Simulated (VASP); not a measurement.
# Mg7MnS8 (a cell with a defect) in VASP: further runs

Mg7MnS8 (a cell with a defect) is run at these levels: PBEsol; tasks: single point.

Program: VASP 6.6.1. These are calculated values, not measurements. Logs are shortened: lines on timing, memory, paths and dates and some standing lists are left out, and cuts for length are marked.

## Step 1: The cell of the first run

The cell holds a defect, 16 atoms: a = 7.328 Å, b = 7.328 Å, c = 7.328 Å, α = 60.00°, β = 60.00°, γ = 60.00°.

## Step 2: Single point, PBEsol

Input file INCAR:

```
SYSTEM = Mg7MnS8
ALGO = Normal ; EDIFF = 1E-6
ENCUT = 400 ; GGA = PS
GGA_COMPAT = .False. ; ISIF = 2
ISMEAR = -1 ; ISYM = -1
LASPH = .True. ; LCHARG = .False.
LREAL = Auto ; LWAVE = .False.
NBANDS = 52 ; NELECT = 74.0
NELM = 120 ; PREC = Accurate
SIGMA = 0.05
```

Input file KPOINTS:

```
explicit points
4
Reciprocal
  0.25000000   0.25000000   0.25000000 2
  0.25000000   0.25000000   0.75000000 2
  0.25000000   0.75000000   0.25000000 2
  0.25000000   0.75000000   0.75000000 2
```

Input file POSCAR:

```
Mg7MnS8
1.0
    0.0000000000      5.1819800000      5.1819800000
    5.1819800000      0.0000000000      5.1819800000
    5.1819800000      5.1819800000      0.0000000000
S Mg Mn
8 7 1
Direct
    0.7569500000      0.2592630000      0.2466750000
    0.2662030000      0.7248400000      0.7638660000
    0.2576270000      0.7550540000      0.2653210000
    0.7613850000      0.2468340000      0.7661990000
    0.2242420000      0.2498860000      0.7707400000
    0.7499900000      0.7253560000      0.2652780000
    0.2687160000      0.2463440000      0.2481480000
    0.7585230000      0.7655640000      0.7390850000
    0.0054420000      0.9888740000      0.0108520000
    0.9812300000      0.9692220000      0.5243320000
    0.5073720000      0.4918030000      0.0015470000
    0.0220330000      0.5096760000      0.9965080000
    0.5112690000      0.0048190000      0.4835920000
    0.5018160000      0.9964110000      0.9847210000
    0.9963100000      0.4827150000      0.5107340000
    0.5084480000      0.4795360000      0.4857750000
```

Potentials or basis: VASP PAW PBE potentials, release 64 (S, Mg, Mn_pv).

Run with:

```
> cat potpaw_PBE.64/S/POTCAR potpaw_PBE.64/Mg/POTCAR potpaw_PBE.64/Mn_pv/POTCAR > POTCAR
> mpirun -np 1 vasp_std > vasp.out
```

OUTCAR:

```text
SYSTEM = Mg7MnS8
   EDIFF = 1E-6
   ENCUT = 400
   GGA = PS
   ISIF = 2
   ISMEAR = -1
   ISYM = -1
   LASPH = .True.
   LREAL = Auto
   NELECT = 74.0
   NELM = 120
   PREC = Accurate

 ion  position               nearest neighbor table
   1  0.757  0.259  0.247-  16 2.39  11 2.57  13 2.59  10 2.62   9 2.63  12 2.67
   2  0.266  0.725  0.764-  12 2.38  11 2.48   9 2.65  16 2.72  10 2.73  13 2.73
   3  0.258  0.755  0.265-  16 2.46  10 2.47  14 2.53   9 2.63  11 2.73  15 2.77
   4  0.761  0.247  0.766-  15 2.44  11 2.49   9 2.53  14 2.66  10 2.71  16 2.78
   5  0.224  0.250  0.771-   9 2.49  15 2.53  12 2.54  14 2.56  16 2.68  13 2.77
   6  0.750  0.725  0.265-  12 2.53  16 2.53  15 2.55  13 2.59   9 2.69  14 2.74
   7  0.269  0.246  0.248-  13 2.48  11 2.51  12 2.58  15 2.59  14 2.67  10 2.93
   8  0.759  0.766  0.739-  10 2.21  14 2.47  13 2.61  15 2.66  12 2.70  11 2.72
   9  0.005  0.989  0.011-   5 2.49   4 2.53   1 2.63   3 2.63   2 2.65   6 2.69  12 3.51  13 3.54
                            14 3.57  10 3.61  15 3.64
  10  0.981  0.969  0.524-   8 2.21   3 2.47   1 2.62   4 2.71   2 2.73   7 2.93  12 3.43  14 3.45
                            13 3.47  15 3.56   9 3.61
  11  0.507  0.492  0.002-   2 2.48   4 2.49   7 2.51   1 2.57   8 2.72   3 2.73  12 3.51  13 3.55
                            15 3.59  14 3.62
  12  0.022  0.510  0.997-   2 2.38   6 2.53   5 2.54   7 2.58   1 2.67   8 2.70  10 3.43   9 3.51
                            11 3.51  15 3.59  14 3.65
  13  0.511  0.005  0.484-   7 2.48   6 2.59   1 2.59   8 2.61   2 2.73   5 2.77  10 3.47   9 3.54
                            11 3.55  14 3.61  15 3.64
  14  0.502  0.996  0.985-   8 2.47   3 2.53   5 2.56   4 2.66   7 2.67   6 2.74  10 3.45   9 3.57
                            13 3.61  11 3.62  12 3.65
  15  0.996  0.483  0.511-   4 2.44   5 2.53   6 2.55   7 2.59   8 2.66   3 2.77  10 3.56  12 3.59
                            11 3.59   9 3.64  13 3.64
  16  0.508  0.480  0.486-   1 2.39   3 2.46   6 2.53   5 2.68   2 2.72   4 2.78

IMPORTANT INFORMATION: All symmetrisations will be switched off!
NOSYMM: (Re-)initialisation of all symmetry stuff for point group C_1.

----------------------------------------------------------------------------------------

                                     Primitive cell

  volume of cell :     278.3026

  direct lattice vectors                    reciprocal lattice vectors
     0.000000000  5.181980000  5.181980000    -0.096488215  0.096488215  0.096488215
     5.181980000  0.000000000  5.181980000     0.096488215 -0.096488215  0.096488215
     5.181980000  5.181980000  0.000000000     0.096488215  0.096488215 -0.096488215

  length of vectors
     7.328426396  7.328426396  7.328426396     0.167122491  0.167122491  0.167122491

  position of ions in fractional coordinates (direct lattice)
     0.756950000  0.259263000  0.246675000
     0.266203000  0.724840000  0.763866000
     0.257627000  0.755054000  0.265321000
     0.761385000  0.246834000  0.766199000
     0.224242000  0.249886000  0.770740000
     0.749990000  0.725356000  0.265278000
[... 8 lines left out ...]
     0.996310000  0.482715000  0.510734000
     0.508448000  0.479536000  0.485775000

  ion indices of the primitive-cell ions
   primitive index   ion index
                 1           1
                 2           2
                 3           3
                 4           4
                 5           5
                 6           6
[... 8 lines left out ...]
                15          15
                16          16

----------------------------------------------------------------------------------------

 KPOINTS: explicit points

Read explicit list of k-points.

 Found      4 k-points:

 Following reciprocal coordinates:
            Coordinates               Weight
  0.250000  0.250000  0.250000      0.250000
  0.250000  0.250000  0.750000      0.250000
  0.250000  0.750000  0.250000      0.250000
  0.250000  0.750000  0.750000      0.250000
   k-points           NKPTS =      4   k-points in BZ     NKDIM =      4   number of bands    NBANDS=     52
   number of dos      NEDOS =    301   number of ions     NIONS =     16
   total plane-waves  NPLWV = 110592
   dimension x,y,z NGX =    48 NGY =   48 NGZ =   48
   dimension x,y,z NGXF=    96 NGYF=   96 NGZF=   96
   ions per type =               8   7   1
   NGX,Y,Z   is equivalent  to a cutoff of  10.89, 10.89, 10.89 a.u.
   NGXF,Y,Z  is equivalent  to a cutoff of  21.78, 21.78, 21.78 a.u.
 SYSTEM =  Mg7MnS8
   PREC   = accura    normal or accurate (medium, high low for compatibility)
   ISTART =      0    job   : 0-new  1-cont  2-samecut
   ICHARG =      2    charge: 1-file 2-atom 10-const
   ISPIN  =      1    spin polarized calculation?
   LNONCOLLINEAR =      F non collinear calculations
   LSORBIT =      F    spin-orbit coupling
   LASPH  =      T    aspherical Exc in radial PAW
   ENCUT  =  400.0 eV  29.40 Ry    5.42 a.u.  11.95 11.95 11.95*2*pi/ulx,y,z
   NELM   =    120;   NELMIN=  2; NELMDL= -5     # of ELM steps
   EDIFF  = 0.1E-05   stopping-criterion for ELM
   LREAL  =      T    real-space projection
   EDIFFG = 0.1E-04   stopping-criterion for IOM
   NSW    =      0    number of steps for IOM
   IBRION =     -1    ionic relax: 0-MD 1-quasi-New 2-CG
   NFREE  =      0    steps in history (QN), initial steepest desc. (CG)
   ISIF   =      2    stress and relaxation
   ISYM   =     -1    0-nonsym 1-usesym 2-fastsym
   POTIM  = 0.5000    time-step for ionic-motion
   TEBEG  =    0.0;   TEEND  =   0.0 temperature during run
   PSTRESS=    0.0 pullay stress
   NELECT =      74.0000    total number of electrons
   NUPDOWN=      -1.0000    fix difference up-down
   EMIN   =  10.00;   EMAX   =-10.00  energy-range for DOS
   EFERMI =   0.00;   METHOD = LEGACY
   ISMEAR =    -1;   SIGMA  =   0.05  broadening in eV -4-tet -1-fermi 0-gaus
   EFERMI_NEDOS =   21; number of points for ismear=-14 and -15
   IALGO  =     38    algorithm
   IMIX   =      4    mixing-type and parameters
     AMIX     =   0.40;   BMIX     =  1.00
     AMIX_MAG =   1.60;   BMIX_MAG =  1.00
  volume/ion in A,a.u.               =      17.39       117.38
  Fermi-wavevector in a.u.,A,eV,Ry     =   1.052720  1.989353 15.078250  1.108220
  Thomas-Fermi vector in A             =   2.187814
   LORBIT       =      0    0 simple, 1 ext, 2 COOP (PROOUT), +10 PAW based schemes
   GGA     = PS    functional components
   LHFCALC =     F    Hartree Fock is set to
   AEXX    =    0.0000 exact exchange contribution
   IVDW    =     0    specifies the selected vdW correction
   LEPSILON=     F    determine dielectric tensor
   LRPA    =     F    only Hartree local field effects (RPA)
 non-spin polarized calculation
  energy-cutoff  :      400.00
  volume of cell :      278.30
 maximum number of plane-waves:      5053
 NGX is ok and might be reduce to    48
   NGX = 23   NGY = 23   NGZ = 23

 number of electron      73.9999997 magnetization

 Free energy of the ion-electron system (eV)
  ---------------------------------------------------
  ext. energy  EPLUGINS =         0.00000000
  ---------------------------------------------------
  free energy    TOTEN  =       -80.07523106 eV

  energy without entropy =      -79.92962484  energy(sigma->0) =      -80.00242795

 E-fermi :   4.3714     XC(G=0):  -9.9562

 val. band max:        4.3713088685   @ k =   0.2500   0.2500   0.7500
 cond. band min:       4.3895313377   @ k =   0.2500   0.2500   0.7500
 fundamental gap:      0.0182224692
 Fermi energy:         4.3713959534

 k-point     1 :       0.2500    0.2500    0.2500
  band No.  band energies     occupation
      1     -43.4897      2.00000
      2     -43.4432      2.00000
      3     -43.3939      2.00000
      4      -8.8064      2.00000
      5      -7.8777      2.00000
      6      -7.7201      2.00000
[... 41 lines left out ...]
     48       9.1193      0.00000
     49       9.1819      0.00000

 k-point     2 :       0.2500    0.2500    0.7500
  band No.  band energies     occupation
      1     -43.4898      2.00000
      2     -43.4433      2.00000
      3     -43.3939      2.00000
      4      -8.4509      2.00000
      5      -8.1450      2.00000
      6      -7.8030      2.00000
[... 41 lines left out ...]
     48       9.6337      0.00000
     49       9.8215      0.00000

 k-point     3 :       0.2500    0.7500    0.2500
  band No.  band energies     occupation
      1     -43.4898      2.00000
      2     -43.4433      2.00000
      3     -43.3939      2.00000
      4      -8.4441      2.00000
      5      -8.1728      2.00000
      6      -7.7981      2.00000
[... 41 lines left out ...]
     48       9.6801      0.00000
     49       9.7733      0.00000

 k-point     4 :       0.2500    0.7500    0.7500
  band No.  band energies     occupation
      1     -43.4898      2.00000
      2     -43.4433      2.00000
      3     -43.3939      2.00000
      4      -8.4525      2.00000
      5      -8.1491      2.00000
      6      -7.7665      2.00000
[... 41 lines left out ...]
     48       9.7008      0.00000
     49       9.7967      0.00000
 [bands above 49 left out]

------------------------ aborting loop because EDIFF is reached ----------------------------------------

  FORCE on cell =-STRESS in cart. coord.  units (eV):
  Direction    XX          YY          ZZ          XY          YZ          ZX
  --------------------------------------------------------------------------------------
  -------------------------------------------------------------------------------------
  Total      -14.0971945    -13.8104997     -9.0938177     -0.4933462     -0.5216229     -0.5344527
  in kB      -81.1570178    -79.5065270    -52.3527659     -2.8401754     -3.0029636     -3.0768243
  external PRESSURE =     -71.0054369 kB  Pullay stress =       0.0000000 kB

 VOLUME and BASIS-vectors are now :
 -----------------------------------------------------------------------------
  energy-cutoff  :      400.00
  volume of cell :      278.30
      direct lattice vectors                 reciprocal lattice vectors
     0.000000000  5.181980000  5.181980000    -0.096488215  0.096488215  0.096488215
     5.181980000  0.000000000  5.181980000     0.096488215 -0.096488215  0.096488215
     5.181980000  5.181980000  0.000000000     0.096488215  0.096488215 -0.096488215

 POSITION                                       TOTAL-FORCE (eV/Angst)
 -----------------------------------------------------------------------------------
      2.62176      5.20076      5.26600         1.096082      0.159568     -0.140208
      7.71444      5.33780      5.13557        -0.746486     -0.605833      0.939921
      5.28756      2.70991      5.24769        -0.794877      0.987344     -0.403723
      5.24952      7.91591      5.22457        -0.664710     -1.167152     -0.614994
      5.28886      5.15598      2.45692        -0.639530      0.231383      1.590834
      5.13345      5.26110      7.64521         0.118486     -0.237331     -0.782384
[... 8 lines left out ...]
      5.14803      7.80947      7.66428        -0.188048     -0.040673      0.420305
      5.00222      5.15204      5.11971         0.791437      0.056076      0.294066
 -----------------------------------------------------------------------------------
    total drift:                               -0.000363      0.001476      0.001351

  FREE ENERGIE OF THE ION-ELECTRON SYSTEM (eV)
  ---------------------------------------------------
  free  energy   TOTEN  =       -80.0752310612 eV

  energy  without entropy=      -79.9296248374  energy(sigma->0) =      -80.00242795
```

Run time: 80 s. Hardware: 1 thread of Intel Xeon 6975P-C (Granite Rapids), shared host; peak memory 0.31 GiB.

Results:

```yaml
Free_energy: -80.0752 eV
Largest_force: 2.565 eV/Å
```

Forces in eV/Å, atoms in the order of the input:
```
S    1.096  0.160 -0.140
S   -0.746 -0.606  0.940
S   -0.795  0.987 -0.404
S   -0.665 -1.167 -0.615
S   -0.640  0.231  1.591
S    0.118 -0.237 -0.782
S    0.101 -0.041 -0.462
S   -0.128 -0.033 -2.262
Mg  -0.331 -0.025 -0.242
Mg   0.446  0.334  2.503
Mg   0.225  0.014  0.062
Mg  -0.092  0.067 -0.707
Mg   0.179  0.040 -0.454
Mg   0.628  0.260  0.258
Mg  -0.188 -0.041  0.420
Mn   0.791  0.056  0.294
```

Levels at points of the mesh, in eV from the Fermi level:
```
           k point  band 35  band 36  band 37  band 38  band 39  band 40
(0.25, 0.25, 0.25)    -0.58    -0.12    -0.08    -0.05     0.98     1.10
```

Caveat: the cell carries a net charge on a neutralising background, which shifts energy and pressure; the cell is charged against a uniform background, so pressure and absolute levels hang on convention; the PAW data sets were made with another functional, which shifts forces and pressure a little; the run has no spin polarisation, though such a crystal can be magnetic; semilocal functionals often make such compounds metallic where correlation or magnetic order opens a gap, which also shifts bond lengths. Spin polarisation is off, so any magnetic state and its effect on volume and gap are missing.

## Step 3: Single point, PBEsol

Input file INCAR:

```
PREC     = Accurate       # precision mode
ENCUT    = 400            # plane-wave cutoff, eV
EDIFF    = 1E-6           # SCF threshold, eV
ISMEAR   = -1             # smearing method
SIGMA    = 0.05           # smearing width, eV
LREAL    = Auto         
LASPH    = T              # aspherical terms in the spheres
NELM     = 120            # most SCF steps
ALGO     = Normal         # electronic algorithm
ISIF     = 2              # what is computed and relaxed
LWAVE    = F              # write WAVECAR
LCHARG   = T              # write CHGCAR
GGA      = PS             # functional
LELF     = T              # ELF
LVHAR    = T            
NBANDS   = 52             # bands
NELECT   = 74.0         
GGA_COMPAT= F            
ISYM     = -1
```

KPOINTS is that of step 2.

POSCAR is that of step 2.

Potentials or basis: VASP PAW PBE potentials, release 64 (S, Mg, Mn_pv).

Run with:

```
> cat potpaw_PBE.64/S/POTCAR potpaw_PBE.64/Mg/POTCAR potpaw_PBE.64/Mn_pv/POTCAR > POTCAR
> mpirun -np 1 vasp_std > vasp.out
```

Wall time 70 s (1 thread of Intel Xeon 6975P-C (Granite Rapids), shared host); peak memory 0.31 GiB.

Results (log left out):

* Free energy: -80.0752 eV
* Largest force: 2.565 eV/Å

Forces in eV/Å, atoms in the order of the input:
```
S    1.096  0.160 -0.140
S   -0.746 -0.606  0.940
S   -0.795  0.987 -0.404
S   -0.665 -1.167 -0.615
S   -0.640  0.231  1.591
S    0.118 -0.237 -0.782
S    0.101 -0.041 -0.462
S   -0.128 -0.033 -2.262
Mg  -0.331 -0.025 -0.242
Mg   0.446  0.334  2.503
Mg   0.225  0.014  0.062
Mg  -0.092  0.067 -0.707
Mg   0.179  0.040 -0.454
Mg   0.628  0.260  0.258
Mg  -0.188 -0.041  0.420
Mn   0.791  0.056  0.294
```

Levels at points of the mesh, in eV from the Fermi level:
```csv
k point,band 35,band 36,band 37,band 38,band 39,band 40
"(0.25, 0.25, 0.25)",-0.58,-0.12,-0.08,-0.05,0.98,1.10
```

Caveat: the cell carries a net charge on a neutralising background, which shifts energy and pressure; the cell is charged against a uniform background, so pressure and absolute levels hang on convention; the PAW data sets were made with another functional, which shifts forces and pressure a little; the run has no spin polarisation, though such a crystal can be magnetic; semilocal functionals often make such compounds metallic where correlation or magnetic order opens a gap, which also shifts bond lengths.

(Part 1 of 2 ends here.)
